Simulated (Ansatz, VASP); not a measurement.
**Two plane-wave programs on Ru**

The input INCAR:

```
SYSTEM = Ru
  PREC = Accurate
  ENCUT = 600
  EDIFF = 1E-7
  ISMEAR = 0
  SIGMA = 0.1
  LREAL = .FALSE.
  LASPH = .TRUE.
  NELM = 80
  ALGO = Fast
  ISIF = 3
  LWAVE = .FALSE.
  LCHARG = .FALSE.
  GGA = PS
  IBRION = 2
  NSW = 100
  EDIFFG = -0.01
```

The input KPOINTS:

```
regular mesh
0
G
  24 24 22
  0 0 0
```

File POSCAR:

```
Ru
1.0
    2.6217344190      0.0000000000      0.0000000000
   -1.3108672095      2.2704886089      0.0000000000
    0.0000000000      0.0000000000      2.4334766073
Ru
1
Direct
    0.0000000000      0.0000000000      0.0000000000
```

Input for Ansatz:

```yaml
crystal:
  lattice:
    - [2.621734419, 0.0, 0.0]
    - [-1.3108672095, 2.2704886089, 0.0]
    - [0.0, 0.0, 2.4334766073]
  atoms:
    - { symbol: Ru, position: [0.0, 0.0, 0.0] }
basis:
  ecutwfc: 420
kpoints:
  mp_grid: { grid: [24, 24, 22] }
hamiltonian:
  xc: pbesol
scf:
  occupations: { method: gaussian, width: 0.1 }
output:
  forces: true
  stress: true
  eigenvalues: true
relax:
  adjacent_minimum: "off"
  f_tol: 0.01
  max_steps: 80
  cell: { stress_tol: 0.05 }
```

Alike in both runs: task relaxation of cell and atoms; functional PBEsol; k mesh 24 × 24 × 22; occupations gaussian, width 0.1 eV; no spin polarisation.

|  | VASP | Ansatz |
| --- | --- | --- |
| version | VASP 6.6.1 | Ansatz 0.2.0 |
| potentials or method | VASP PAW PBE potentials, release 64 (Ru_pv), cutoff 600 eV | scalar-relativistic, plane waves, PAW |
| valence electrons in the cell | 14 | 16 |

Ansatz gave:

```
gap on the k mesh at the Fermi level, each at its own relaxed structure (eV) : none
relaxed volume (Å³/atom)                                                     : 14.50
relaxed cell length with the largest relative difference (Å)                 : 2.427
```

Problem. Which values does VASP return?

Solution. gap on the k mesh at the Fermi level, each at its own relaxed structure (eV): none; relaxed volume (Å³/atom): 14.51; relaxed cell length with the largest relative difference (Å): 2.429.

VASP's potentials were made for PBE, not for PBEsol. A gap of «none» marks a metal or a gap that the smearing closes. VASP's potentials hold 14 valence electrons a cell and Ansatz's 16, so a difference there can come from the potentials and not from the codes.
